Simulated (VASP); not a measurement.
Set up this calculation in VASP 6.6.1, as the native input.

| Property | Result |
| --- | --- |
| Task | single point |
| Functional | PBEsol |
| Potentials or basis | VASP PAW PBE potentials, release 64 (Al) |
| Cutoff | 520 eV |
| k mesh | 12 × 12 × 1 |
| Occupations | gaussian, width 0.1 eV |
| Spin | no spin polarisation |
| Dipole correction | yes |
| Further INCAR settings | ALGO = Normal; EDIFF = 1e-07; NBANDS = 18 |

The structure of Al lies in POSCAR:

```
Al
1.0
    2.8394492336      0.0000000000      0.0000000000
   -1.4197246168      2.4590351690      0.0000000000
    0.0000000000      0.0000000000     26.5920029547
Al
6
Direct
    0.6666666667      0.3333333333      0.2820396799
    0.3333333333      0.6666666667      0.3692238079
    0.0000000000      0.0000000000      0.4564079360
    0.6666666667      0.3333333333      0.5435920640
    0.3333333333      0.6666666667      0.6307761921
    0.0000000000      0.0000000000      0.7179603201
```

These files were run (other wordings do the same):

INCAR

```
SYSTEM = Al
PREC = Accurate
ENCUT = 520
EDIFF = 1E-7
ISMEAR = 0
SIGMA = 0.1
LREAL = .False.
LASPH = .True.
NELM = 100
ALGO = Normal
ISIF = 2
LWAVE = .False.
LCHARG = .False.
LDIPOL = .True.
IDIPOL = 3
DIPOL = 0.5 0.5 0.500
GGA = PS
NBANDS = 18
```

KPOINTS

```
regular mesh
0
Gamma
  12 12 1
  0 0 0
```

Potentials or basis: VASP PAW PBE potentials, release 64 (Al).

Command:

```console
$ cat potpaw_PBE.64/Al/POTCAR > POTCAR
$ mpirun -np 1 vasp_std > vasp.out
```

Results of the run:

| Quantity | Value |
| --- | --- |
| Largest force | 0.120 eV/Å |
| Band gap on the k mesh | zero (bands 9 and 10 overlap by 3.25 eV) |

Caveat: the PAW data sets were made with another functional, which shifts forces and pressure a little.

Wall time 89 s on 1 thread of Intel(R) Xeon(R) Platinum 8488C (Sapphire Rapids), on a shared host, peak memory 0.31 GiB.
